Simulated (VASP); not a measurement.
A run of VASP 6.6.1:

INCAR

```
SYSTEM = Si2B3
ALGO = Normal ; EDIFF = 1E-7
EDIFFG = -0.08 ; ENCUT = 500
GGA = PE ; GGA_COMPAT = .False.
IBRION = 2 ; ISIF = 3
ISMEAR = 0 ; LASPH = .True.
LCHARG = .False. ; LREAL = .False.
LWAVE = .False. ; NELM = 120
NELMIN = 4 ; NSW = 36
PREC = Accurate ; SIGMA = 0.2
```

KPOINTS

```
k-points
0
Gamma
  3 3 4
  0 0 0
```

Contents of POSCAR:

```
Si2B3
1.0
    5.6674244300      0.0000000000      0.0000000000
   -2.8337122200      4.9081335300      0.0000000000
    0.0000000000      0.0000000000      3.6918614400
Si B
4 6
Direct
    0.4540715300      0.5459284700      0.0000000000
    0.4540715300      0.9081430600      0.0000000000
    0.0918569400      0.5459284700      0.0000000000
    0.3333333300      0.6666666700      0.5000000000
    0.2054626900      0.7945373100      0.3296150500
    0.2054626900      0.4109253900      0.3296150500
    0.5890746100      0.7945373100      0.3296150500
    0.2054626900      0.7945373100      0.6703849500
    0.2054626900      0.4109253900      0.6703849500
    0.5890746100      0.7945373100      0.6703849500
```

Potentials or basis: VASP PAW PBE potentials, release 64 (Si, B).

Launch:

```console
$ cat potpaw_PBE.64/Si/POTCAR potpaw_PBE.64/B/POTCAR > POTCAR
$ mpirun -np 1 vasp_std > vasp.out
```

Hardware: 1 thread of Intel(R) Xeon(R) 6975P-C (Granite Rapids), with other jobs on the host.

Problem. How long does it take, and how much memory?

Solution. Run time: 4.7 min on 1 thread of Intel(R) Xeon(R) 6975P-C (Granite Rapids) (shared host), peak memory 0.22 GiB. Counts: scf iterations 298, k points 9, ion steps 30.
